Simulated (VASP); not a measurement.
**BaF2: single point with PBE**

The system is BaF2.

```
Ba F
1.0
     0.00000    3.10005    3.10005
     3.10005    0.00000    3.10005
     3.10005    3.10005    0.00000
Ba F
1 2
Direct
  0.00000 0.00000 0.00000
  0.25000 0.25000 0.25000
  0.75000 0.75000 0.75000
```

```json
{
  "Program": "VASP 6.6.1",
  "Task": "single point",
  "Functional": "PBE",
  "Potentials or basis": "VASP PAW PBE potentials, release 64 (Ba_sv, F)",
  "Cutoff": "600 eV",
  "k mesh": "6 × 6 × 6",
  "Occupations": "gaussian, width 0.05 eV",
  "Spin": "no spin polarisation"
}
```

The pressure is 2.3 GPa. The band gap on the k mesh is 6.78 eV, indirect (least direct gap 6.84 eV).

Levels at points of the mesh, in eV from the valence-band top:
```
           k point  band 10  band 11  band 12  band 13  band 14  band 15
(0.00, 0.00, 0.00)    -0.07    -0.07    -0.07     6.78     9.19     9.19
(0.50, 0.00, 0.00)    -0.34    -0.16    -0.16     9.11     9.19     9.19
(0.50, 0.50, 0.00)    -0.32    -0.32    -0.11     7.26     9.01    10.67
```

It took 27 s on 1 thread of Intel(R) Xeon(R) Platinum 8488C (Sapphire Rapids), on a shared host, peak memory 0.21 GiB.

Caveat: spin-orbit coupling is left out, which moves the levels of the heavy elements. A k mesh can miss the band edges.
